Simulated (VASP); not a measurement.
# Sn (Immm) in VASP: single point with r2SCAN

Aim: the single point of Sn with r2SCAN.

Everything below comes from runs of VASP 6.6.1. Logs are shortened: lines on timing, memory, paths and dates and some standing lists are left out, and cuts for length are marked.

## (1) The cell of the first run

It takes space group Immm (No. 71, orthorhombic). The conventional cell has a = 3.453 Å, b = 3.551 Å, c = 4.443 Å, α = 90.00°, β = 90.00°, γ = 90.00°. Within 4.4 Å of Sn (site symmetry mmm) lie 12 Sn at 3.33 to 3.55 Å.

## (2) Single point, r2SCAN (strain +0.000 along x and y, -0.050 along z)

POSCAR reads:

```
Sn
1.0
   -1.7265390000      1.7755470000      2.2214249000
    1.7265390000     -1.7755470000      2.2214249000
    1.7265390000      1.7755470000     -2.2214249000
Sn
1
Direct
    0.0000000000      0.0000000000      0.0000000000
```

INCAR.step1 reads:

```
ALGO = Normal ; EDIFF = 1E-4
ENCUT = 520 ; GGA = PE
ISMEAR = 0 ; LASPH = True
LCHARG = False ; LREAL = False
LWAVE = True ; NBANDS = 13
NELM = 60 ; PREC = Accurate
SIGMA = 0.15
```

INCAR.step2 reads:

```
ALGO = Normal ; EDIFF = 1E-6
ENCUT = 520 ; ISIF = 2
ISMEAR = 0 ; ISTART = 1
LASPH = True ; LCHARG = False
LMIXTAU = True ; LREAL = False
LWAVE = False ; METAGGA = R2SCAN
NBANDS = 13 ; NELM = 60
PREC = Accurate ; SIGMA = 0.15
```

KPOINTS reads:

```
k-points
0
Gamma
  20 20 20
```

Potentials or basis: VASP PAW PBE potentials, release 64 (Sn_d).

Command:

```sh
cat potpaw_PBE.64/Sn_d/POTCAR > POTCAR
cp INCAR.step1 INCAR
mpirun -np 1 vasp_std > vasp.out
cp INCAR.step2 INCAR
mpirun -np 1 vasp_std > vasp.out
```

OUTCAR:

```text
EDIFF = 1E-6
   ENCUT = 520
   ISIF = 2
   ISMEAR = 0
   ISTART = 1
   LASPH = True
   LREAL = False
   METAGGA = R2SCAN
   NELM = 60
   PREC = Accurate

 ion  position               nearest neighbor table
   1  0.000  0.000  0.000-

  LATTYP: Found a body centered orthorhombic cell.
 ALAT       =     3.4530780000
 B/A-ratio  =     1.0283851103
 C/A-ratio  =     1.2866346489

  Lattice vectors:

 A1 = (  -1.7265390000,   1.7755470000,   2.2214249000)
 A2 = (   1.7265390000,  -1.7755470000,   2.2214249000)
 A3 = (   1.7265390000,   1.7755470000,  -2.2214249000)

Analysis of symmetry for initial positions (statically):
=====================================================================
 Subroutine PRICEL returns:
 Original cell was already a primitive cell.

 Routine SETGRP: Setting up the symmetry group for a
 body centered orthorhombic supercell.

 Subroutine GETGRP returns: Found  8 space group operations
 (whereof  8 operations were pure point group operations)
 out of a pool of  8 trial point group operations.

The static configuration has the point symmetry D_2h.

Analysis of symmetry for dynamics (positions and initial velocities):
=====================================================================
 Subroutine PRICEL returns:
 Original cell was already a primitive cell.

 Routine SETGRP: Setting up the symmetry group for a
 body centered orthorhombic supercell.

 Subroutine GETGRP returns: Found  8 space group operations
 (whereof  8 operations were pure point group operations)
 out of a pool of  8 trial point group operations.

The dynamic configuration has the point symmetry D_2h.

 Subroutine INISYM returns: Found  8 space group operations
 (whereof  8 operations are pure point group operations),
 and found     1 'primitive' translations

----------------------------------------------------------------------------------------

                                     Primitive cell

  volume of cell :      27.2396

  direct lattice vectors                    reciprocal lattice vectors
    -1.726539000  1.775547000  2.221424900     0.000000000  0.281603359  0.225080758
     1.726539000 -1.775547000  2.221424900     0.289596702  0.000000000  0.225080758
     1.726539000  1.775547000 -2.221424900     0.289596702  0.281603359  0.000000000

  length of vectors
     3.326895348  3.326895348  3.326895348     0.360502149  0.366780039  0.403938983

  position of ions in fractional coordinates (direct lattice)
     0.000000000  0.000000000  0.000000000

  ion indices of the primitive-cell ions
   primitive index   ion index
                 1           1

----------------------------------------------------------------------------------------

 KPOINTS: k-points

Automatic generation of k-mesh.
 Grid dimensions read from file:
 generate k-points for:   20   20   20

 Generating k-lattice:

  Cartesian coordinates                     Fractional coordinates (reciprocal lattice)
     0.000000000  0.014080168  0.011254038     0.050000000  0.000000000 -0.000000000
     0.014479835  0.000000000  0.011254038     0.000000000  0.050000000  0.000000000
     0.014479835  0.014080168  0.000000000    -0.000000000  0.000000000  0.050000000

  Length of vectors
     0.018025107  0.018339002  0.020196949

  Shift w.r.t. Gamma in fractional coordinates (k-lattice)
     0.000000000  0.000000000  0.000000000

 Subroutine IBZKPT returns following result:
 ===========================================

 Found   1166 irreducible k-points:

 Following reciprocal coordinates:
            Coordinates               Weight
  0.000000  0.000000  0.000000      1.000000
  0.050000  0.000000  0.000000      4.000000
  0.100000  0.000000 -0.000000      4.000000
  0.150000  0.000000 -0.000000      4.000000
  0.200000  0.000000 -0.000000      4.000000
  0.250000  0.000000  0.000000      4.000000
[... 16 lines left out ...]
 -0.450000  0.050000  0.000000      8.000000
 -0.400000  0.050000  0.000000      8.000000
 [... further k-points ...]
   k-points           NKPTS =   1166   k-points in BZ     NKDIM =   1166   number of bands    NBANDS=     13
   number of dos      NEDOS =    301   number of ions     NIONS =      1
   total plane-waves  NPLWV =  21952
   dimension x,y,z NGX =    28 NGY =   28 NGZ =   28
   dimension x,y,z NGXF=    56 NGYF=   56 NGZF=   56
   ions per type =               1
   NGX,Y,Z   is equivalent  to a cutoff of  13.99, 13.99, 13.99 a.u.
   NGXF,Y,Z  is equivalent  to a cutoff of  27.98, 27.98, 27.98 a.u.
 SYSTEM =  unknown system
   PREC   = accura    normal or accurate (medium, high low for compatibility)
   ISTART =      1    job   : 0-new  1-cont  2-samecut
   ICHARG =      0    charge: 1-file 2-atom 10-const
   ISPIN  =      1    spin polarized calculation?
   LNONCOLLINEAR =      F non collinear calculations
   LSORBIT =      F    spin-orbit coupling
   LASPH  =      T    aspherical Exc in radial PAW
   ENCUT  =  520.0 eV  38.22 Ry    6.18 a.u.   6.19  6.19  6.19*2*pi/ulx,y,z
   NELM   =     60;   NELMIN=  2; NELMDL=  0     # of ELM steps
   EDIFF  = 0.1E-05   stopping-criterion for ELM
   LREAL  =      F    real-space projection
   EDIFFG = 0.1E-04   stopping-criterion for IOM
   NSW    =      0    number of steps for IOM
   IBRION =     -1    ionic relax: 0-MD 1-quasi-New 2-CG
   NFREE  =      0    steps in history (QN), initial steepest desc. (CG)
   ISIF   =      2    stress and relaxation
   ISYM   =      2    0-nonsym 1-usesym 2-fastsym
   POTIM  = 0.5000    time-step for ionic-motion
   TEBEG  =    0.0;   TEEND  =   0.0 temperature during run
   PSTRESS=    0.0 pullay stress
   NELECT =      14.0000    total number of electrons
   NUPDOWN=      -1.0000    fix difference up-down
   EMIN   =  10.00;   EMAX   =-10.00  energy-range for DOS
   EFERMI =   0.00;   METHOD = LEGACY
   ISMEAR =     0;   SIGMA  =   0.15  broadening in eV -4-tet -1-fermi 0-gaus
   EFERMI_NEDOS =   21; number of points for ismear=-14 and -15
   IALGO  =     38    algorithm
   IMIX   =      4    mixing-type and parameters
     AMIX     =   0.40;   BMIX     =  1.00
     AMIX_MAG =   1.60;   BMIX_MAG =  1.00
  volume/ion in A,a.u.               =      27.24       183.82
  Fermi-wavevector in a.u.,A,eV,Ry     =   1.311346  2.478085 23.396980  1.719630
  Thomas-Fermi vector in A             =   2.441814
   LORBIT       =      0    0 simple, 1 ext, 2 COOP (PROOUT), +10 PAW based schemes
   METAGGA = R2SCAN    functional components
   LHFCALC =     F    Hartree Fock is set to
   AEXX    =    0.0000 exact exchange contribution
   IVDW    =     0    specifies the selected vdW correction
   LEPSILON=     F    determine dielectric tensor
   LRPA    =     F    only Hartree local field effects (RPA)
 non-spin polarized calculation
 Gauss-broadening in eV      SIGMA  =   0.15
  energy-cutoff  :      520.00
  volume of cell :       27.24
 maximum number of plane-waves:       752
 NGX is ok and might be reduce to    28
   NGX = 13   NGY = 13   NGZ = 13

 number of electron      14.0000001 magnetization

 Free energy of the ion-electron system (eV)
  ---------------------------------------------------
  ext. energy  EPLUGINS =         0.00000000
  ---------------------------------------------------
  free energy    TOTEN  =       -24.50884846 eV

  energy without entropy =      -24.50398327  energy(sigma->0) =      -24.50641587

 E-fermi :   8.0827     XC(G=0): -11.2603

 val. band max:        8.0820393718   @ k =  -0.3000  -0.3500   0.1500
 cond. band min:       8.0827485668   @ k =   0.5000  -0.4500   0.4000
 fundamental gap:      0.0007091951
 Fermi energy:         8.0827171194

 k-point     1 :       0.0000    0.0000    0.0000
  band No.  band energies     occupation
      1     -14.2401      2.00000
      2     -14.2235      2.00000
      3     -14.1717      2.00000
      4     -14.1685      2.00000
      5     -14.0905      2.00000
      6      -3.6455      2.00000
      7      16.0474      0.00000
      8      16.0519      0.00000
      9      16.6331      0.00000
     10      19.5057      0.00000
     11      19.9986      0.00000
     12      20.7109      0.00000
     13      20.9187      0.00000

 k-point     2 :       0.0500    0.0000    0.0000
  band No.  band energies     occupation
      1     -14.2383      2.00000
      2     -14.2211      2.00000
      3     -14.1708      2.00000
      4     -14.1685      2.00000
      5     -14.0912      2.00000
      6      -3.5918      2.00000
      7      15.3831      0.00000
      8      16.0120      0.00000
      9      16.4833      0.00000
     10      19.1097      0.00000
     11      20.4682      0.00000
     12      20.8835      0.00000
     13      21.5205      0.00000

 k-point     3 :       0.1000    0.0000   -0.0000
  band No.  band energies     occupation
      1     -14.2334      2.00000
      2     -14.2157      2.00000
      3     -14.1684      2.00000
      4     -14.1668      2.00000
      5     -14.0930      2.00000
      6      -3.4305      2.00000
      7      13.9371      0.00000
      8      15.9088      0.00000
      9      16.1069      0.00000
     10      18.8273      0.00000
     11      20.8511      0.00000
     12      21.1909      0.00000
     13      22.1221      0.00000
[... 305 lines left out ...]
 k-point    23 :      -0.4500    0.0500    0.0000
  band No.  band energies     occupation
      1     -14.2295      2.00000
      2     -14.2126      2.00000
      3     -14.1718      2.00000
      4     -14.0724      2.00000
      5     -14.0383      2.00000
      6       0.2436      2.00000
      7       4.0845      2.00000
      8      13.2449      0.00000
      9      14.6116      0.00000
     10      18.2757      0.00000
     11      18.7865      0.00000
     12      19.6660      0.00000
     13      22.2074      0.00000

 k-point    24 :      -0.4000    0.0500    0.0000
  band No.  band energies     occupation
      1     -14.2269      2.00000
      2     -14.2112      2.00000
      3     -14.1704      2.00000
      4     -14.0782      2.00000
      5     -14.0529      2.00000
      6      -0.5275      2.00000
      7       5.2630      2.00000
      8      13.4848      0.00000
      9      14.6563      0.00000
     10      18.2071      0.00000
     11      18.9082      0.00000
     12      19.7412      0.00000
     13      22.7933      0.00000

 [... further k-points ...]

------------------------ aborting loop because EDIFF is reached ----------------------------------------

  FORCE on cell =-STRESS in cart. coord.  units (eV):
  Direction    XX          YY          ZZ          XY          YZ          ZX
  --------------------------------------------------------------------------------------
  -------------------------------------------------------------------------------------
  Total        0.0709966     -0.0042140     -0.0388916      0.0000000      0.0000000      0.0000000
  in kB        4.1758791     -0.2478570     -2.2875249      0.0000000      0.0000000      0.0000000
  external PRESSURE =       0.5468324 kB  Pullay stress =       0.0000000 kB

 VOLUME and BASIS-vectors are now :
 -----------------------------------------------------------------------------
  energy-cutoff  :      520.00
  volume of cell :       27.24
      direct lattice vectors                 reciprocal lattice vectors
    -1.726539000  1.775547000  2.221424900     0.000000000  0.281603359  0.225080758
     1.726539000 -1.775547000  2.221424900     0.289596702  0.000000000  0.225080758
     1.726539000  1.775547000 -2.221424900     0.289596702  0.281603359  0.000000000

 POSITION                                       TOTAL-FORCE (eV/Angst)
 -----------------------------------------------------------------------------------
      0.00000      0.00000      0.00000         0.000000      0.000000      0.000000
 -----------------------------------------------------------------------------------
    total drift:                               -0.000000     -0.000000     -0.000000

  FREE ENERGIE OF THE ION-ELECTRON SYSTEM (eV)
  ---------------------------------------------------
  free  energy   TOTEN  =       -24.5088484620 eV

  energy  without entropy=      -24.5039832721  energy(sigma->0) =      -24.50641587
```

It took 21 min on 1 thread of Intel Xeon Platinum 8488C (Sapphire Rapids), shared host; peak memory 0.48 GiB.

What came out:

- Free energy: -24.5088 eV
- Pressure: 0.1 GPa
- Band gap on the k mesh: zero (band 7 reaches 16.05 eV, above the bottom of band 8 at 5.80 eV)

Stress tensor (GPa, compression positive):
```
 0.42  0.00  0.00
 0.00 -0.02  0.00
 0.00  0.00 -0.23
```

Caveat: the cell differs from its parent crystal (strain +0.000 along x and y, -0.050 along z); the PAW data sets were made with another functional, which shifts forces and pressure a little; spin-orbit coupling is left out, which moves the levels of the heavy elements.
